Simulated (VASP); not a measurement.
# Co (P6_3/mmc) in VASP: a series of runs

Co is run at these levels: PBE; tasks: single point.

All numbers are computed with VASP 6.6.1; they aren't measurements. Logs are shortened: lines on timing, memory, paths and dates and some standing lists are left out, and cuts for length are marked.

## Step 1: The cell of the first run

The structure is hexagonal, space group P6_3/mmc (No. 194). Conventional cell: a = 2.500 Å, b = 2.500 Å, c = 4.000 Å, α = 90.00°, β = 90.00°, γ = 120.00°. Within 3.3 Å of Co (site symmetry -6m2) lie 12 Co at 2.47 to 2.50 Å.

## Step 2: Single point, PBE, collinear spin, antiferromagnetic start

Input file INCAR:

```
SYSTEM = Co
ALGO = Normal
EDIFF = 1E-6
ENCUT = 600
GGA = PE
GGA_COMPAT = .FALSE.
ISIF = 2
ISMEAR = -1
ISPIN = 2
LASPH = .TRUE.
LCHARG = .TRUE.
LELF = .TRUE.
LMAXMIX = 4
LORBIT = 11
LREAL = .FALSE.
LVHAR = .TRUE.
LWAVE = .FALSE.
MAGMOM = 3 -3
NBANDS = 20
NELM = 200
PREC = Accurate
SIGMA = 0.05
```

Input file KPOINTS:

```
k-points
0
G
  5 5 3
  0 0 0
```

Input file POSCAR:

```
Co
1.0
    2.5000000000      0.0000000000      0.0000000000
   -1.2500000000      2.1650635095      0.0000000000
    0.0000000000      0.0000000000      4.0000000000
Co
2
Direct
    0.3333333333      0.6666666667      0.2500000000
    0.6666666667      0.3333333333      0.7500000000
```

Potentials or basis: VASP PAW PBE potentials, release 64 (Co).

Command:

```console
cat potpaw_PBE.64/Co/POTCAR > POTCAR
mpirun -np 1 vasp_std > vasp.out
```

OUTCAR:

```text
SYSTEM = Co
   EDIFF = 1E-6
   ENCUT = 600
   GGA = PE
   ISIF = 2
   ISMEAR = -1
   ISPIN = 2
   LASPH = .TRUE.
   LORBIT = 11
   LREAL = .FALSE.
   NELM = 200
   PREC = Accurate

 ion  position               nearest neighbor table
   1  0.333  0.667  0.250-   2 2.47   2 2.47   2 2.47   2 2.47   2 2.47   2 2.47
   2  0.667  0.333  0.750-   1 2.47   1 2.47   1 2.47   1 2.47   1 2.47   1 2.47

  LATTYP: Found a hexagonal cell.
 ALAT       =     2.5000000000
 C/A-ratio  =     1.6000000000

  Lattice vectors:

 A1 = (   2.5000000000,   0.0000000000,   0.0000000000)
 A2 = (  -1.2500000000,   2.1650635095,   0.0000000000)
 A3 = (   0.0000000000,   0.0000000000,   4.0000000000)

Analysis of symmetry for initial positions (statically):
=====================================================================
 Subroutine PRICEL returns:
 Original cell was already a primitive cell.

 Routine SETGRP: Setting up the symmetry group for a
 hexagonal supercell.

 Subroutine GETGRP returns: Found 24 space group operations
 (whereof 12 operations were pure point group operations)
 out of a pool of 24 trial point group operations.

The static configuration has the point symmetry D_3d.
 The point group associated with its full space group is D_6h.

Analysis of symmetry for dynamics (positions and initial velocities):
=====================================================================
 Subroutine PRICEL returns:
 Original cell was already a primitive cell.

 Routine SETGRP: Setting up the symmetry group for a
 hexagonal supercell.

 Subroutine GETGRP returns: Found 24 space group operations
 (whereof 12 operations were pure point group operations)
 out of a pool of 24 trial point group operations.

The dynamic configuration has the point symmetry D_3d.
 The point group associated with its full space group is D_6h.

Analysis of structural, dynamic, and magnetic symmetry:
=====================================================================
 Subroutine PRICEL returns:
 Original cell was already a primitive cell.

 Routine SETGRP: Setting up the symmetry group for a
 hexagonal supercell.

 Subroutine GETGRP returns: Found 24 space group operations
 (whereof 12 operations were pure point group operations)
 out of a pool of 24 trial point group operations.

The overall configuration has the point symmetry D_3d.
 The point group associated with its full space group is D_6h.

 Subroutine INISYM returns: Found 24 space group operations
 (whereof 12 operations are pure point group operations),
 and found     1 'primitive' translations

----------------------------------------------------------------------------------------

                                     Primitive cell

  volume of cell :      21.6506

  direct lattice vectors                    reciprocal lattice vectors
     2.500000000  0.000000000  0.000000000     0.400000000  0.230940108  0.000000000
    -1.250000000  2.165063509  0.000000000     0.000000000  0.461880215  0.000000000
     0.000000000  0.000000000  4.000000000     0.000000000  0.000000000  0.250000000

  length of vectors
     2.500000000  2.500000000  4.000000000     0.461880215  0.461880215  0.250000000

  position of ions in fractional coordinates (direct lattice)
     0.333333333  0.666666667  0.250000000
     0.666666667  0.333333333  0.750000000

  ion indices of the primitive-cell ions
   primitive index   ion index
                 1           1
                 2           2

----------------------------------------------------------------------------------------

 KPOINTS: k-points

Automatic generation of k-mesh.
 Grid dimensions read from file:
 generate k-points for:    5    5    3

 Generating k-lattice:

  Cartesian coordinates                     Fractional coordinates (reciprocal lattice)
     0.080000000  0.046188022  0.000000000     0.200000000 -0.000000000  0.000000000
     0.000000000  0.092376043  0.000000000     0.000000000  0.200000000  0.000000000
     0.000000000  0.000000000  0.083333333     0.000000000  0.000000000  0.333333333

  Length of vectors
     0.092376043  0.092376043  0.083333333

  Shift w.r.t. Gamma in fractional coordinates (k-lattice)
     0.000000000  0.000000000  0.000000000

 Subroutine IBZKPT returns following result:
 ===========================================

 Found     10 irreducible k-points:

 Following reciprocal coordinates:
            Coordinates               Weight
  0.000000  0.000000  0.000000      1.000000
  0.200000 -0.000000  0.000000      6.000000
  0.400000  0.000000  0.000000      6.000000
  0.200000  0.200000  0.000000      6.000000
  0.400000  0.200000  0.000000      6.000000
  0.000000  0.000000  0.333333      2.000000
  0.200000 -0.000000  0.333333     12.000000
  0.400000  0.000000  0.333333     12.000000
  0.200000  0.200000  0.333333     12.000000
  0.400000  0.200000  0.333333     12.000000
   k-points           NKPTS =     10   k-points in BZ     NKDIM =     10   number of bands    NBANDS=     20
   number of dos      NEDOS =    301   number of ions     NIONS =      2
   total plane-waves  NPLWV =  12800
   dimension x,y,z NGX =    20 NGY =   20 NGZ =   32
   dimension x,y,z NGXF=    40 NGYF=   40 NGZF=   64
   ions per type =               2
   NGX,Y,Z   is equivalent  to a cutoff of  13.30, 13.30, 13.30 a.u.
   NGXF,Y,Z  is equivalent  to a cutoff of  26.60, 26.60, 26.60 a.u.
 SYSTEM =  Co
   PREC   = accura    normal or accurate (medium, high low for compatibility)
   ISTART =      0    job   : 0-new  1-cont  2-samecut
   ICHARG =      2    charge: 1-file 2-atom 10-const
   ISPIN  =      2    spin polarized calculation?
   LNONCOLLINEAR =      F non collinear calculations
   LSORBIT =      F    spin-orbit coupling
   LASPH  =      T    aspherical Exc in radial PAW
   ENCUT  =  600.0 eV  44.10 Ry    6.64 a.u.   4.99  4.99  7.99*2*pi/ulx,y,z
   NELM   =    200;   NELMIN=  2; NELMDL= -5     # of ELM steps
   EDIFF  = 0.1E-05   stopping-criterion for ELM
   LREAL  =      F    real-space projection
   EDIFFG = 0.1E-04   stopping-criterion for IOM
   NSW    =      0    number of steps for IOM
   IBRION =     -1    ionic relax: 0-MD 1-quasi-New 2-CG
   NFREE  =      0    steps in history (QN), initial steepest desc. (CG)
   ISIF   =      2    stress and relaxation
   ISYM   =      2    0-nonsym 1-usesym 2-fastsym
   POTIM  = 0.5000    time-step for ionic-motion
   TEBEG  =    0.0;   TEEND  =   0.0 temperature during run
   PSTRESS=    0.0 pullay stress
   NELECT =      18.0000    total number of electrons
   NUPDOWN=      -1.0000    fix difference up-down
   EMIN   =  10.00;   EMAX   =-10.00  energy-range for DOS
   EFERMI =   0.00;   METHOD = LEGACY
   ISMEAR =    -1;   SIGMA  =   0.05  broadening in eV -4-tet -1-fermi 0-gaus
   EFERMI_NEDOS =   21; number of points for ismear=-14 and -15
   IALGO  =     38    algorithm
   IMIX   =      4    mixing-type and parameters
     AMIX     =   0.40;   BMIX     =  1.00
     AMIX_MAG =   1.60;   BMIX_MAG =  1.00
  volume/ion in A,a.u.               =      10.83        73.05
  Fermi-wavevector in a.u.,A,eV,Ry     =   1.539367  2.908981 32.241048  2.369650
  Thomas-Fermi vector in A             =   2.645605
   LORBIT       =     11    0 simple, 1 ext, 2 COOP (PROOUT), +10 PAW based schemes
   GGA     = PE    functional components
   LHFCALC =     F    Hartree Fock is set to
   AEXX    =    0.0000 exact exchange contribution
   IVDW    =     0    specifies the selected vdW correction
   LEPSILON=     F    determine dielectric tensor
   LRPA    =     F    only Hartree local field effects (RPA)
 spin polarized calculation
  energy-cutoff  :      600.00
  volume of cell :       21.65
 maximum number of plane-waves:       733
 NGX is ok and might be reduce to    20
   NGX =  9   NGY =  9   NGZ = 15

 number of electron      17.9999992 magnetization      -0.0000000

 number of electron      17.9999992 magnetization       0.0000000

 Free energy of the ion-electron system (eV)
  ---------------------------------------------------
  ext. energy  EPLUGINS =         0.00000000
  ---------------------------------------------------
  free energy    TOTEN  =       -13.58512133 eV

  energy without entropy =      -13.54853187  energy(sigma->0) =      -13.56682660

 E-fermi :  10.2074     XC(G=0): -13.4369

 val. band max:       10.1455470217   @ k =   0.4000   0.2000   0.0000
 cond. band min:      10.2251308241   @ k =   0.4000   0.2000   0.3333
 fundamental gap:      0.0795838024
 Fermi energy:        10.2074250894

 spin component 1

 k-point     1 :       0.0000    0.0000    0.0000
  band No.  band energies     occupation
      1       1.3549      1.00000
      2       5.5023      1.00000
      3       8.0760      1.00000
      4       8.0760      1.00000
      5       8.3933      1.00000
      6       8.8224      1.00000
[... 12 lines left out ...]
     19      36.1262      0.00000
     20      36.1262      0.00000
[... 185 lines left out ...]
 k-point    10 :       0.4000    0.2000    0.3333
  band No.  band energies     occupation
      1       6.0913      1.00000
      2       6.5352      1.00000
      3       6.9989      1.00000
      4       7.4643      1.00000
      5       7.7657      1.00000
      6       8.4502      1.00000
[... 12 lines left out ...]
     19      35.0328      0.00000
     20      37.5420      0.00000
 Fermi energy:        10.2074250894

 spin component 2

 k-point     1 :       0.0000    0.0000    0.0000
  band No.  band energies     occupation
      1       1.3549      1.00000
      2       5.5023      1.00000
      3       8.0760      1.00000
      4       8.0760      1.00000
      5       8.3933      1.00000
      6       8.8224      1.00000
[... 12 lines left out ...]
     19      36.1262      0.00000
     20      36.1262      0.00000
[... 185 lines left out ...]
 k-point    10 :       0.4000    0.2000    0.3333
  band No.  band energies     occupation
      1       6.0913      1.00000
      2       6.5352      1.00000
      3       6.9989      1.00000
      4       7.4643      1.00000
      5       7.7657      1.00000
      6       8.4502      1.00000
[... 12 lines left out ...]
     19      35.0328      0.00000
     20      37.5420      0.00000

------------------------ aborting loop because EDIFF is reached ----------------------------------------

  FORCE on cell =-STRESS in cart. coord.  units (eV):
  Direction    XX          YY          ZZ          XY          YZ          ZX
  --------------------------------------------------------------------------------------
  -------------------------------------------------------------------------------------
  Total       -0.6709008     -0.6709008     -0.9548750      0.0000000      0.0000000      0.0000000
  in kB      -49.6475995    -49.6475995    -70.6620906      0.0000000      0.0000000      0.0000000
  external PRESSURE =     -56.6524298 kB  Pullay stress =       0.0000000 kB

 VOLUME and BASIS-vectors are now :
 -----------------------------------------------------------------------------
  energy-cutoff  :      600.00
  volume of cell :       21.65
      direct lattice vectors                 reciprocal lattice vectors
     2.500000000  0.000000000  0.000000000     0.400000000  0.230940108  0.000000000
    -1.250000000  2.165063509  0.000000000     0.000000000  0.461880215  0.000000000
     0.000000000  0.000000000  4.000000000     0.000000000  0.000000000  0.250000000

 POSITION                                       TOTAL-FORCE (eV/Angst)
 -----------------------------------------------------------------------------------
     -0.00000      1.44338      1.00000        -0.000000      0.000000      0.000000
      1.25000      0.72169      3.00000         0.000000     -0.000000      0.000000
 -----------------------------------------------------------------------------------
    total drift:                               -0.000000      0.000000     -0.000000

  FREE ENERGIE OF THE ION-ELECTRON SYSTEM (eV)
  ---------------------------------------------------
  free  energy   TOTEN  =       -13.5851213349 eV

  energy  without entropy=      -13.5485318676  energy(sigma->0) =      -13.56682660

 total charge

# of ion       s       p       d       tot
------------------------------------------
    1        0.489   0.533   7.250   8.271
    2        0.489   0.533   7.250   8.271
--------------------------------------------------
tot          0.978   1.065  14.500  16.543

 magnetization (x)

# of ion       s       p       d       tot
------------------------------------------
    1        0.001   0.011   1.002   1.015
    2       -0.001  -0.011  -1.002  -1.015
--------------------------------------------------
tot          0.000   0.000   0.000   0.000
```

Run time: 18 s. Hardware: 1 thread of Intel Xeon Platinum 8375C at 2.90GHz (Ice Lake), shared host; peak memory 0.15 GiB.

Results:

```
Free energy                                           : -13.5851 eV
Pressure                                              : -5.7 GPa
Band gap on the k mesh                                : zero (filled and empty bands overlap)
Net moment                                            : 0.00 μB per cell
Site moments                                          : Co +1.01, -1.01 μB
Valence electrons inside the program's atomic spheres : Co 8.27
```

Caveat: the k points lie up to 0.58 Å⁻¹ apart.

## Step 3: Single point, PBE, collinear spin, ferromagnetic start

Input file INCAR:

```
SYSTEM = Co
PREC     = Accurate       ! precision mode
ENCUT    = 600            ! plane-wave cutoff, eV
EDIFF    = 1E-6           ! SCF threshold, eV
ISMEAR   = -1             ! smearing method
SIGMA    = 0.05           ! smearing width, eV
LREAL    = .False.        ! projectors in reciprocal space
LASPH    = .True.         ! aspherical terms in the spheres
NELM     = 200            ! most SCF steps
ALGO     = Normal         ! electronic algorithm
ISIF     = 2              ! what is computed and relaxed
LWAVE    = .False.        ! write WAVECAR
LCHARG   = .False.        ! write CHGCAR
ISPIN    = 2              ! spin polarisation
MAGMOM   = 1.99 1.99      ! initial moments
LORBIT   = 11             ! projections on sites
LMAXMIX  = 4              ! l up to which the mixer works
GGA      = PE             ! functional
NBANDS   = 20             ! bands
GGA_COMPAT= .False.
```

Input file KPOINTS:

```
Automatic mesh
0
Gamma
  5 5 3
  0 0 0
```

POSCAR is that of step 2.

Potentials or basis: VASP PAW PBE potentials, release 64 (Co).

Command:

```console
cat potpaw_PBE.64/Co/POTCAR > POTCAR
mpirun -np 1 vasp_std > vasp.out
```

It took 16 s on 1 thread of Intel Xeon Platinum 8375C at 2.90GHz (Ice Lake), shared host; peak memory 0.14 GiB.

It converged, with:

```
Free energy                                           : -14.0278 eV
Pressure                                              : 2.3 GPa
Net moment                                            : 3.54 μB per cell
Site moments                                          : Co +1.77 μB
Valence electrons inside the program's atomic spheres : Co 8.28
```

Stress tensor (GPa, compression positive):
```
3.33 0.00 0.00
0.00 3.33 0.00
0.00 0.00 0.37
```

Levels at points of the mesh, in eV from the Fermi level:
Spin up:
| k point | band 7 | band 8 | band 9 | band 10 | band 11 | band 12 | band 13 | band 14 | band 15 | band 16 |
| --- | --- | --- | --- | --- | --- | --- | --- | --- | --- | --- |
| (0.00, 0.00, 0.00) | -2.31 | -2.03 | -2.03 | -0.89 | -0.89 | -0.01 | 6.49 | 21.80 | 24.30 | 24.30 |
Spin down:
```csv
k point,band 5,band 6,band 7,band 8,band 9,band 10
"(0.00, 0.00, 0.00)",-0.86,-0.48,-0.48,-0.16,-0.16,0.05
```

Caveat: the k points lie up to 0.58 Å⁻¹ apart.

## Step 4: Single point, PBE, collinear spin, antiferromagnetic start

Input file INCAR:

```
PREC = Accurate
ENCUT = 600
EDIFF = 1E-6
ISMEAR = -1
SIGMA = 0.05
LREAL = False
LASPH = True
NELM = 200
ALGO = Normal
ISIF = 2
LWAVE = False
LCHARG = True
ISPIN = 2
MAGMOM = 3 -3
LORBIT = 11
LMAXMIX = 4
GGA = PE
LELF = True
LVHAR = True
NBANDS = 20
GGA_COMPAT = False
```

Input file KPOINTS:

```
Automatic mesh
0
Gamma
  5 5 3
```

POSCAR is that of step 3.

Potentials or basis: VASP PAW PBE potentials, release 64 (Co).

Command:

```console
cat potpaw_PBE.64/Co/POTCAR > POTCAR
mpirun -np 1 vasp_std > vasp.out
```

OUTCAR:

```text
PREC = Accurate
   ENCUT = 600
   EDIFF = 1E-6
   ISMEAR = -1
   LREAL = False
   LASPH = True
   NELM = 200
   ISIF = 2
   ISPIN = 2
   LORBIT = 11
   GGA = PE

 ion  position               nearest neighbor table
   1  0.333  0.667  0.250-   2 2.47   2 2.47   2 2.47   2 2.47   2 2.47   2 2.47
   2  0.667  0.333  0.750-   1 2.47   1 2.47   1 2.47   1 2.47   1 2.47   1 2.47

  LATTYP: Found a hexagonal cell.
 ALAT       =     2.5000000000
 C/A-ratio  =     1.6000000000

  Lattice vectors:

[... 662 lines left out ...]
  external PRESSURE =     -56.6524298 kB  Pullay stress =       0.0000000 kB

 VOLUME and BASIS-vectors are now :
 -----------------------------------------------------------------------------
  energy-cutoff  :      600.00
  volume of cell :       21.65
      direct lattice vectors                 reciprocal lattice vectors
     2.500000000  0.000000000  0.000000000     0.400000000  0.230940108  0.000000000
    -1.250000000  2.165063509  0.000000000     0.000000000  0.461880215  0.000000000
     0.000000000  0.000000000  4.000000000     0.000000000  0.000000000  0.250000000

 POSITION                                       TOTAL-FORCE (eV/Angst)
 -----------------------------------------------------------------------------------
     -0.00000      1.44338      1.00000        -0.000000      0.000000      0.000000
      1.25000      0.72169      3.00000         0.000000     -0.000000      0.000000
 -----------------------------------------------------------------------------------
    total drift:                               -0.000000      0.000000     -0.000000

  FREE ENERGIE OF THE ION-ELECTRON SYSTEM (eV)
  ---------------------------------------------------
  free  energy   TOTEN  =       -13.5851213349 eV

  energy  without entropy=      -13.5485318676  energy(sigma->0) =      -13.56682660

 total charge

# of ion       s       p       d       tot
------------------------------------------
    1        0.489   0.533   7.250   8.271
    2        0.489   0.533   7.250   8.271
--------------------------------------------------
tot          0.978   1.065  14.500  16.543

 magnetization (x)

# of ion       s       p       d       tot
------------------------------------------
    1        0.001   0.011   1.002   1.015
    2       -0.001  -0.011  -1.002  -1.015
--------------------------------------------------
tot          0.000   0.000   0.000   0.000
```

OSZICAR:

```text
N       E                     dE             d eps       ncg     rms          rms(c)
DAV:   1     0.930010712814E+02    0.93001E+02   -0.89824E+03   824   0.137E+03
DAV:   2    -0.104914792698E+02   -0.10349E+03   -0.93694E+02   804   0.229E+02
DAV:   3    -0.155597907103E+02   -0.50683E+01   -0.48353E+01   892   0.616E+01
DAV:   4    -0.156368237473E+02   -0.77033E-01   -0.76972E-01  1008   0.663E+00
DAV:   5    -0.156389600649E+02   -0.21363E-02   -0.21362E-02   960   0.106E+00    0.167E+01
DAV:   6    -0.139254374188E+02    0.17135E+01   -0.75427E+00   900   0.573E+01    0.676E+00
DAV:   7    -0.136279545527E+02    0.29748E+00   -0.14515E+00   940   0.216E+01    0.361E+00
DAV:   8    -0.135950435971E+02    0.32911E-01   -0.45897E-02  1152   0.346E+00    0.119E+00
DAV:   9    -0.135868665209E+02    0.81771E-02   -0.98502E-03  1320   0.178E+00    0.469E-01
DAV:  10    -0.135851494633E+02    0.17171E-02   -0.43178E-03  1232   0.129E+00    0.178E-01
DAV:  11    -0.135851326537E+02    0.16810E-04   -0.36476E-04  1020   0.186E-01    0.894E-02
DAV:  12    -0.135851219022E+02    0.10751E-04   -0.16530E-05  1164   0.540E-02    0.339E-02
DAV:  13    -0.135851197895E+02    0.21128E-05   -0.49107E-06  1080   0.361E-02    0.997E-03
DAV:  14    -0.135851210277E+02   -0.12382E-05   -0.15517E-06   532   0.225E-02    0.403E-03
DAV:  15    -0.135851213349E+02   -0.30722E-06   -0.34684E-07   428   0.763E-03
   1 F= -.13585121E+02 E0= -.13566827E+02  d E =-.365895E-01  mag=     0.0000
```

Wall time 18 s (1 thread of Intel Xeon Platinum 8375C at 2.90GHz (Ice Lake), shared host); peak memory 0.15 GiB.

What came out:

| Item | Value |
| --- | --- |
| Free energy | -13.5851 eV |
| Pressure | -5.7 GPa |
| Band gap on the k mesh | zero (filled and empty bands overlap) |
| Net moment | 0.00 μB per cell |
| Site moments | Co +1.01, -1.01 μB |
| Valence electrons inside the program's atomic spheres | Co 8.27 |

Stress tensor (GPa, compression positive):
```
-4.96  0.00  0.00
 0.00 -4.96  0.00
 0.00  0.00 -7.07
```

Caveat: the k points lie up to 0.58 Å⁻¹ apart.
